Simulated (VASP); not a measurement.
# Tl (P6_3/mmc) in VASP: further runs

Tl is run at these levels: PBE; tasks: single point.

Program: VASP 6.6.1. These are calculated values, not measurements. Logs are shortened: lines on timing, memory, paths and dates and some standing lists are left out, and cuts for length are marked.

## 1. The cell of the first run

It takes space group P6_3/mmc (No. 194, hexagonal). The conventional cell has a = 3.590 Å, b = 3.590 Å, c = 5.642 Å, α = 90.00°, β = 90.00°, γ = 120.00°. Within 4.6 Å of Tl (site symmetry -6m2) lie 12 Tl at 3.50 to 3.59 Å.

## 2. Single point, PBE

The input, INCAR:

```
PREC = Accurate
ENCUT = 520
EDIFF = 1E-6
ISMEAR = -1
SIGMA = 0.01
LREAL = False
LASPH = True
NELM = 100
ALGO = Normal
ISIF = 2
LWAVE = False
LCHARG = True
GGA = PE
LELF = True
LVHAR = True
NBANDS = 20
```

The input, KPOINTS:

```
Automatic mesh
0
Gamma
  10 10 6
```

The input, POSCAR:

```
Tl
1.0
    3.5902820628      0.0000000000      0.0000000000
   -1.7951410314      3.1092754731      0.0000000000
    0.0000000000      0.0000000000      5.6419406004
Tl
2
Direct
    0.3333333333      0.6666666667      0.2500000000
    0.6666666667      0.3333333333      0.7500000000
```

Potentials or basis: VASP PAW PBE potentials, release 64 (Tl_d).

Run with:

```
cat potpaw_PBE.64/Tl_d/POTCAR > POTCAR
mpirun -np 1 vasp_std > vasp.out
```

OUTCAR:

```text
PREC = Accurate
   ENCUT = 520
   EDIFF = 1E-6
   ISMEAR = -1
   LREAL = False
   LASPH = True
   NELM = 100
   ISIF = 2
   GGA = PE

 ion  position               nearest neighbor table
   1  0.333  0.667  0.250-   2 3.50   2 3.50   2 3.50   2 3.50   2 3.50   2 3.50
   2  0.667  0.333  0.750-   1 3.50   1 3.50   1 3.50   1 3.50   1 3.50   1 3.50

  LATTYP: Found a hexagonal cell.
 ALAT       =     3.5902820628
 C/A-ratio  =     1.5714477308

  Lattice vectors:

 A1 = (   3.5902820628,   0.0000000000,   0.0000000000)
 A2 = (  -1.7951410314,   3.1092754731,   0.0000000000)
 A3 = (   0.0000000000,   0.0000000000,   5.6419406004)

Analysis of symmetry for initial positions (statically):
=====================================================================
 Subroutine PRICEL returns:
 Original cell was already a primitive cell.

 Routine SETGRP: Setting up the symmetry group for a
 hexagonal supercell.

 Subroutine GETGRP returns: Found 24 space group operations
 (whereof 12 operations were pure point group operations)
 out of a pool of 24 trial point group operations.

The static configuration has the point symmetry D_3d.
 The point group associated with its full space group is D_6h.

Analysis of symmetry for dynamics (positions and initial velocities):
=====================================================================
 Subroutine PRICEL returns:
 Original cell was already a primitive cell.

 Routine SETGRP: Setting up the symmetry group for a
 hexagonal supercell.

 Subroutine GETGRP returns: Found 24 space group operations
 (whereof 12 operations were pure point group operations)
 out of a pool of 24 trial point group operations.

The dynamic configuration has the point symmetry D_3d.
 The point group associated with its full space group is D_6h.

 Subroutine INISYM returns: Found 24 space group operations
 (whereof 12 operations are pure point group operations),
 and found     1 'primitive' translations

----------------------------------------------------------------------------------------

                                     Primitive cell

  volume of cell :      62.9820

  direct lattice vectors                    reciprocal lattice vectors
     3.590282063  0.000000000  0.000000000     0.278529648  0.160809167  0.000000000
    -1.795141031  3.109275473  0.000000000     0.000000000  0.321618335  0.000000000
     0.000000000  0.000000000  5.641940600     0.000000000  0.000000000  0.177243979

  length of vectors
     3.590282063  3.590282063  5.641940600     0.321618335  0.321618335  0.177243979

  position of ions in fractional coordinates (direct lattice)
     0.333333333  0.666666667  0.250000000
     0.666666667  0.333333333  0.750000000

  ion indices of the primitive-cell ions
   primitive index   ion index
                 1           1
                 2           2

----------------------------------------------------------------------------------------

 KPOINTS: Automatic mesh

Automatic generation of k-mesh.
 Grid dimensions read from file:
 generate k-points for:   10   10    6

 Generating k-lattice:

  Cartesian coordinates                     Fractional coordinates (reciprocal lattice)
     0.027852965  0.016080917  0.000000000     0.100000000  0.000000000  0.000000000
     0.000000000  0.032161833  0.000000000     0.000000000  0.100000000  0.000000000
     0.000000000  0.000000000  0.029540663     0.000000000  0.000000000  0.166666667

  Length of vectors
     0.032161833  0.032161833  0.029540663

  Shift w.r.t. Gamma in fractional coordinates (k-lattice)
     0.000000000  0.000000000  0.000000000

 Subroutine IBZKPT returns following result:
 ===========================================

 Found     56 irreducible k-points:

 Following reciprocal coordinates:
            Coordinates               Weight
  0.000000  0.000000  0.000000      1.000000
  0.100000 -0.000000  0.000000      6.000000
  0.200000 -0.000000  0.000000      6.000000
  0.300000  0.000000  0.000000      6.000000
  0.400000  0.000000  0.000000      6.000000
  0.500000  0.000000  0.000000      3.000000
[... 16 lines left out ...]
  0.300000  0.100000  0.166667     24.000000
  0.400000  0.100000  0.166667     24.000000
 [... further k-points ...]
   k-points           NKPTS =     56   k-points in BZ     NKDIM =     56   number of bands    NBANDS=     20
   number of dos      NEDOS =    301   number of ions     NIONS =      2
   total plane-waves  NPLWV =  32928
   dimension x,y,z NGX =    28 NGY =   28 NGZ =   42
   dimension x,y,z NGXF=    56 NGYF=   56 NGZF=   84
   ions per type =               2
   NGX,Y,Z   is equivalent  to a cutoff of  12.97, 12.97, 12.38 a.u.
   NGXF,Y,Z  is equivalent  to a cutoff of  25.93, 25.93, 24.75 a.u.
 SYSTEM =  unknown system
   PREC   = accura    normal or accurate (medium, high low for compatibility)
   ISTART =      0    job   : 0-new  1-cont  2-samecut
   ICHARG =      2    charge: 1-file 2-atom 10-const
   ISPIN  =      1    spin polarized calculation?
   LNONCOLLINEAR =      F non collinear calculations
   LSORBIT =      F    spin-orbit coupling
   LASPH  =      T    aspherical Exc in radial PAW
   ENCUT  =  520.0 eV  38.22 Ry    6.18 a.u.   6.68  6.68 10.49*2*pi/ulx,y,z
   NELM   =    100;   NELMIN=  2; NELMDL= -5     # of ELM steps
   EDIFF  = 0.1E-05   stopping-criterion for ELM
   LREAL  =      F    real-space projection
   EDIFFG = 0.1E-04   stopping-criterion for IOM
   NSW    =      0    number of steps for IOM
   IBRION =     -1    ionic relax: 0-MD 1-quasi-New 2-CG
   NFREE  =      0    steps in history (QN), initial steepest desc. (CG)
   ISIF   =      2    stress and relaxation
   ISYM   =      2    0-nonsym 1-usesym 2-fastsym
   POTIM  = 0.5000    time-step for ionic-motion
   TEBEG  =    0.0;   TEEND  =   0.0 temperature during run
   PSTRESS=    0.0 pullay stress
   NELECT =      26.0000    total number of electrons
   NUPDOWN=      -1.0000    fix difference up-down
   EMIN   =  10.00;   EMAX   =-10.00  energy-range for DOS
   EFERMI =   0.00;   METHOD = LEGACY
   ISMEAR =    -1;   SIGMA  =   0.01  broadening in eV -4-tet -1-fermi 0-gaus
   EFERMI_NEDOS =   21; number of points for ismear=-14 and -15
   IALGO  =     38    algorithm
   IMIX   =      4    mixing-type and parameters
     AMIX     =   0.40;   BMIX     =  1.00
     AMIX_MAG =   1.60;   BMIX_MAG =  1.00
  volume/ion in A,a.u.               =      31.49       212.51
  Fermi-wavevector in a.u.,A,eV,Ry     =   1.218972  2.303524 20.216810  1.485894
  Thomas-Fermi vector in A             =   2.354240
   LORBIT       =      0    0 simple, 1 ext, 2 COOP (PROOUT), +10 PAW based schemes
   GGA     = PE    functional components
   LHFCALC =     F    Hartree Fock is set to
   AEXX    =    0.0000 exact exchange contribution
   IVDW    =     0    specifies the selected vdW correction
   LEPSILON=     F    determine dielectric tensor
   LRPA    =     F    only Hartree local field effects (RPA)
 non-spin polarized calculation
  energy-cutoff  :      520.00
  volume of cell :       62.98
 maximum number of plane-waves:      1731
 NGX is ok and might be reduce to    28
   NGX = 13   NGY = 13   NGZ = 21

 number of electron      26.0000008 magnetization

 Free energy of the ion-electron system (eV)
  ---------------------------------------------------
  ext. energy  EPLUGINS =         0.00000000
  ---------------------------------------------------
  free energy    TOTEN  =        -4.45296681 eV

  energy without entropy =       -4.45182989  energy(sigma->0) =       -4.45239835

 E-fermi :   5.6785     XC(G=0):  -9.7159

 val. band max:        5.6701953337   @ k =   0.3000   0.1000   0.5000
 cond. band min:       5.6906614011   @ k =   0.3000   0.2000   0.3333
 fundamental gap:      0.0204660674
 Fermi energy:         5.6784881649

 k-point     1 :       0.0000    0.0000    0.0000
  band No.  band energies     occupation
      1      -6.0132      2.00000
      2      -5.8466      2.00000
      3      -5.8465      2.00000
      4      -5.8465      2.00000
      5      -5.8040      2.00000
      6      -5.8040      2.00000
[... 12 lines left out ...]
     19      15.6594      0.00000
     20      15.9869      0.00000

 k-point     2 :       0.1000   -0.0000    0.0000
  band No.  band energies     occupation
      1      -5.9940      2.00000
      2      -5.8843      2.00000
      3      -5.8147      2.00000
      4      -5.8071      2.00000
      5      -5.7954      2.00000
      6      -5.7908      2.00000
[... 12 lines left out ...]
     19      15.8396      0.00000
     20      16.6204      0.00000

 k-point     3 :       0.2000   -0.0000    0.0000
  band No.  band energies     occupation
      1      -6.0029      2.00000
      2      -5.8796      2.00000
      3      -5.8418      2.00000
      4      -5.8240      2.00000
      5      -5.8057      2.00000
      6      -5.7305      2.00000
[... 12 lines left out ...]
     19      14.7695      0.00000
     20      16.6459      0.00000

 k-point     4 :       0.3000    0.0000    0.0000
  band No.  band energies     occupation
      1      -6.0592      2.00000
      2      -5.9157      2.00000
      3      -5.8880      2.00000
      4      -5.8640      2.00000
      5      -5.7603      2.00000
      6      -5.6447      2.00000
[... 12 lines left out ...]
     19      14.0281      0.00000
     20      15.7691      0.00000

 k-point     5 :       0.4000    0.0000    0.0000
  band No.  band energies     occupation
      1      -6.1072      2.00000
      2      -5.9812      2.00000
      3      -5.9159      2.00000
      4      -5.8939      2.00000
      5      -5.7125      2.00000
      6      -5.6842      2.00000
[... 12 lines left out ...]
     19      13.4318      0.00000
     20      15.2361      0.00000

 k-point     6 :       0.5000    0.0000    0.0000
  band No.  band energies     occupation
      1      -6.1254      2.00000
      2      -6.0070      2.00000
      3      -5.9282      2.00000
      4      -5.9048      2.00000
      5      -5.6974      2.00000
      6      -5.6949      2.00000
[... 12 lines left out ...]
     19      13.2143      0.00000
     20      15.0573      0.00000

 k-point     7 :       0.1000    0.1000    0.0000
  band No.  band energies     occupation
      1      -5.9709      2.00000
      2      -5.9150      2.00000
      3      -5.8243      2.00000
      4      -5.8144      2.00000
      5      -5.7934      2.00000
      6      -5.7621      2.00000
[... 12 lines left out ...]
     19      15.6234      0.00000
     20      16.5283      0.00000
[... 277 lines left out ...]
 k-point    20 :       0.5000    0.0000    0.1667
  band No.  band energies     occupation
      1      -6.1075      2.00000
      2      -6.0437      2.00000
      3      -5.9092      2.00000
      4      -5.8771      2.00000
      5      -5.7787      2.00000
      6      -5.6570      2.00000
[... 12 lines left out ...]
     19      13.3098      0.00000
     20      14.5758      0.00000

 k-point    21 :       0.1000    0.1000    0.1667
  band No.  band energies     occupation
      1      -5.9655      2.00000
      2      -5.9072      2.00000
      3      -5.8562      2.00000
      4      -5.8224      2.00000
      5      -5.8052      2.00000
      6      -5.7538      2.00000
[... 12 lines left out ...]
     19      15.5479      0.00000
     20      16.0833      0.00000

 k-point    22 :       0.2000    0.1000    0.1667
  band No.  band energies     occupation
      1      -5.9929      2.00000
      2      -5.9174      2.00000
      3      -5.8810      2.00000
      4      -5.8444      2.00000
      5      -5.7843      2.00000
      6      -5.6888      2.00000
[... 12 lines left out ...]
     19      15.1979      0.00000
     20      15.8587      0.00000

 k-point    23 :       0.3000    0.1000    0.1667
  band No.  band energies     occupation
      1      -6.0412      2.00000
      2      -5.9812      2.00000
      3      -5.8778      2.00000
      4      -5.8715      2.00000
      5      -5.7546      2.00000
      6      -5.6945      2.00000
[... 12 lines left out ...]
     19      14.7602      0.00000
     20      15.1256      0.00000

 k-point    24 :       0.4000    0.1000    0.1667
  band No.  band energies     occupation
      1      -6.0689      2.00000
      2      -6.0307      2.00000
      3      -5.8903      2.00000
      4      -5.8729      2.00000
      5      -5.7783      2.00000
      6      -5.6624      2.00000
[... 12 lines left out ...]
     19      14.5309      0.00000
     20      14.7633      0.00000

 [... further k-points ...]
[... 5 lines left out ...]
  --------------------------------------------------------------------------------------
  -------------------------------------------------------------------------------------
  Total       -0.0887405     -0.0887405      0.0744905      0.0000000     -0.0000000      0.0000000
  in kB       -2.2574403     -2.2574403      1.8949391      0.0000000     -0.0000000      0.0000000
  external PRESSURE =      -0.8733138 kB  Pullay stress =       0.0000000 kB

 VOLUME and BASIS-vectors are now :
 -----------------------------------------------------------------------------
  energy-cutoff  :      520.00
  volume of cell :       62.98
      direct lattice vectors                 reciprocal lattice vectors
     3.590282063  0.000000000  0.000000000     0.278529648  0.160809167  0.000000000
    -1.795141031  3.109275473  0.000000000     0.000000000  0.321618335  0.000000000
     0.000000000  0.000000000  5.641940600     0.000000000  0.000000000  0.177243979

 POSITION                                       TOTAL-FORCE (eV/Angst)
 -----------------------------------------------------------------------------------
     -0.00000      2.07285      1.41049         0.000000      0.000000      0.000000
      1.79514      1.03643      4.23146        -0.000000      0.000000      0.000000
 -----------------------------------------------------------------------------------
    total drift:                               -0.000000      0.000000      0.000000

  FREE ENERGIE OF THE ION-ELECTRON SYSTEM (eV)
  ---------------------------------------------------
  free  energy   TOTEN  =        -4.4529668058 eV

  energy  without entropy=       -4.4518298940  energy(sigma->0) =       -4.45239835
```

Run time: 78 s. Hardware: 1 thread of Intel Xeon 8259CL, shared host; peak memory 0.21 GiB.

Results:

```yaml
Free_energy: -4.4530 eV
Pressure: -0.1 GPa
Band_gap_on_the_k_mesh: zero (bands 13 and 14 overlap by 5.28 eV)
```

Caveat: spin-orbit coupling is left out, which moves the levels of the heavy elements.

## 3. Single point, PBE

The input, INCAR:

```
SYSTEM = Tl
PREC = Accurate
ENCUT = 520
EDIFF = 1E-6
ISMEAR = -1
SIGMA = 0.03
LREAL = .FALSE.
LASPH = .TRUE.
NELM = 100
ALGO = Normal
ISIF = 2
LWAVE = .FALSE.
LCHARG = .TRUE.
GGA = PE
LELF = .TRUE.
LVHAR = .TRUE.
NBANDS = 20
```

The input, KPOINTS:

```
Automatic mesh
0
G
  10 10 6
  0 0 0
```

POSCAR is that of step 2.

Potentials or basis: VASP PAW PBE potentials, release 64 (Tl_d).

Run with:

```
cat potpaw_PBE.64/Tl_d/POTCAR > POTCAR
mpirun -np 1 vasp_std > vasp.out
```

It took 81 s on 1 thread of Intel Xeon 8259CL, shared host; peak memory 0.21 GiB.

The run converged. Its results:

- Free energy: -4.4559 eV
- Pressure: -0.1 GPa
- Band gap on the k mesh: zero (bands 13 and 14 overlap by 5.28 eV)

Stress tensor (GPa, compression positive):
```
-0.31  0.00  0.00
 0.00 -0.31  0.00
 0.00  0.00  0.27
```

Levels at points of the mesh, in eV from the Fermi level:
```tsv
k point	band 10	band 11	band 12	band 13	band 14	band 15	band 16	band 17
(0.00, 0.00, 0.00)	-11.16	-9.48	-5.06	-2.47	7.10	7.10	9.03	9.03
(0.50, 0.00, 0.00)	-11.11	-5.82	-4.69	-0.77	0.58	1.29	3.51	3.56
(0.00, 0.00, 0.50)	-11.25	-8.16	-8.16	3.20	3.20	8.03	8.03	8.03
(0.50, 0.00, 0.50)	-11.15	-4.88	-4.88	-2.02	-2.02	5.06	5.06	5.70
```

Caveat: spin-orbit coupling is left out, which moves the levels of the heavy elements.
